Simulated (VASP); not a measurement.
Wanted: the native input for a VASP 6.6.1 run.

* Task: single point
* Functional: LDA
* Potentials or basis: VASP PAW LDA potentials, release 64 (Nb_sv)
* Cutoff: 500 eV
* k mesh: 13 × 13 × 13
* Occupations: fermi-dirac, width 0.05 eV
* Spin: no spin polarisation
* Dipole correction: no
* Further INCAR settings: ALGO = Normal; EDIFF = 1e-06; NBANDS = 12

The structure of Nb lies in POSCAR:

```
Nb
1.0
   -1.6360340000      1.6360340000      1.6360340000
    1.6360340000     -1.6360340000      1.6360340000
    1.6360340000      1.6360340000     -1.6360340000
Nb
1
Direct
    0.0000000000      0.0000000000      0.0000000000
```

These files were run (other wordings do the same):

INCAR

```
SYSTEM = Nb
ALGO     = Normal         ! electronic algorithm
EDIFF    = 1E-6           ! SCF threshold, eV
ENCUT    = 500            ! plane-wave cutoff, eV
GGA      = CA             ! functional
GGA_COMPAT= .FALSE.      
ISIF     = 2              ! what is computed and relaxed
ISMEAR   = -1             ! smearing method
LASPH    = .TRUE.         ! aspherical terms in the spheres
LCHARG   = .FALSE.        ! write CHGCAR
LREAL    = .FALSE.        ! projectors in reciprocal space
LWAVE    = .FALSE.        ! write WAVECAR
NBANDS   = 12             ! bands
NELM     = 120            ! most SCF steps
PREC     = Accurate       ! precision mode
SIGMA    = 0.05           ! smearing width, eV
```

KPOINTS

```
k-points
0
G
  13 13 13
  0 0 0
```

Potentials or basis: VASP PAW LDA potentials, release 64 (Nb_sv).

Command:

```sh
$ cat potpaw_LDA.64/Nb_sv/POTCAR > POTCAR
$ mpirun -np 1 vasp_std > vasp.out
```

It gave:

```
Pressure : -4.8 GPa
```

It took 8 s on 1 thread of Intel Xeon 6975P-C (shared host), peak memory 0.14 GiB.
